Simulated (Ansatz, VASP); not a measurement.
One calculation of Bi, two programs

```
Bi
1.0
     4.53900    0.00000    0.00000
    -2.26950    3.93089    0.00000
     0.00000    0.00000   11.82900
Bi
2
Direct
  0.33333 0.66667 0.25000
  0.66667 0.33333 0.75000
```

Alike in both runs: task electric field gradients; functional PBE; k mesh 9 × 9 × 3; occupations fermi-dirac, width 0.03 eV; non-collinear spin, spin-orbit coupling.

```csv
,VASP,Ansatz
version,VASP 6.6.1,Ansatz 0.2.0
potentials or method,"VASP PAW PBE potentials, release 64 (Bi_d)","PAW with Ansatz's default frozen-core files, fully relativistic files with spin-orbit coupling"
plane-wave cutoff (eV),520,420
valence electrons in the cell,30,30
```

Ansatz gave:

```
pressure (GPa)                                                : -1.7
traceless stress, the component that is largest in VASP (GPa) : 1.49
net moment per atom (μB)                                      : 0.00
size of Vzz on the site where it differs most (V/Å²)          : 254.4
```

Problem. Which values does VASP return?

Solution. Pressure (GPa): -1.9; traceless stress, the component that is largest in VASP (GPa): 1.59; net moment per atom (μB): 0.00; size of Vzz on the site where it differs most (V/Å²): 225.5.

With one functional, cell and mesh, what is left measures potentials, basis and numerics.
